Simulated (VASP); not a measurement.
Write the native input for VASP 6.6.1 that does the following.

```
Task                               : single point
Functional                         : HSE06
Potentials or basis                : VASP PAW PBE potentials, release 64 (Al, N)
Cutoff                             : 520 eV
k mesh                             : 8 × 8 × 8
Occupations                        : gaussian, width 0.01 eV
Spin                               : no spin polarisation
Dipole correction                  : no
Grid for exact exchange (PRECFOCK) : Normal
Further INCAR settings             : ALGO = Normal; EDIFF = 1e-07; NBANDS = 11
Share of exact exchange            : 0.25
Screening parameter                : 0.2079 1/Å
```

Crystal: AlN.

```
CELL_PARAMETERS angstrom
0.00000 2.27227 2.08306
2.27227 0.00000 2.08306
2.27227 2.27227 0.00000
ATOMIC_POSITIONS crystal
Al 0.00000 0.00000 0.00000
N 0.25000 0.25000 0.25000
```

This cell differs from its parent crystal: epitaxial xy strain +4.0%.

The input as run:

POSCAR

```
AlN
1.0
    0.0000000000      2.2722714690      2.0830640326
    2.2722714690      0.0000000000      2.0830640326
    2.2722714690      2.2722714690      0.0000000000
Al N
1 1
Direct
    0.0000000000      0.0000000000      0.0000000000
    0.2500000000      0.2500000000      0.2500000000
```

INCAR.step1

```
SYSTEM = AlN
PREC = Accurate ; ENCUT = 520
EDIFF = 1E-5 ; ISMEAR = 0
SIGMA = 0.01 ; LREAL = .FALSE.
LASPH = .TRUE. ; NELM = 100
ALGO = Normal ; ISIF = 2
LWAVE = .TRUE. ; LCHARG = .FALSE.
GGA = PE ; NBANDS = 11
```

INCAR.step2

```
SYSTEM = AlN
PREC = Accurate ; ENCUT = 520
EDIFF = 1E-7 ; ISMEAR = 0
SIGMA = 0.01 ; LREAL = .FALSE.
LASPH = .TRUE. ; NELM = 100
ALGO = Normal ; ISIF = 2
LWAVE = .FALSE. ; LCHARG = .FALSE.
GGA = PE ; LHFCALC = .TRUE.
HFSCREEN = 0.2079 ; PRECFOCK = Normal
ISTART = 1 ; NBANDS = 11
```

KPOINTS

```
Automatic mesh
0
G
  8 8 8
  0 0 0
```

Potentials or basis: VASP PAW PBE potentials, release 64 (Al, N).

The run is started by

```sh
$ cat potpaw_PBE.64/Al/POTCAR potpaw_PBE.64/N/POTCAR > POTCAR
$ cp INCAR.step1 INCAR
$ mpirun -np 1 vasp_std > vasp.out
$ cp INCAR.step2 INCAR
$ mpirun -np 1 vasp_std > vasp.out
```

It gave:

The pressure is -7.5 GPa and the band gap on the k mesh is 4.11 eV (least direct gap 4.99 eV).

Caveat: the cell differs from its parent crystal (epitaxial xy strain +4.0%); the cell stands under tension; the PAW data sets were made with another functional, which shifts forces and pressure a little.

Run time: 54 min on 1 thread of Intel(R) Xeon(R) Platinum 8259CL CPU @ 2.50GHz (Skylake/Cascade Lake), on a shared host, peak memory 0.26 GiB.
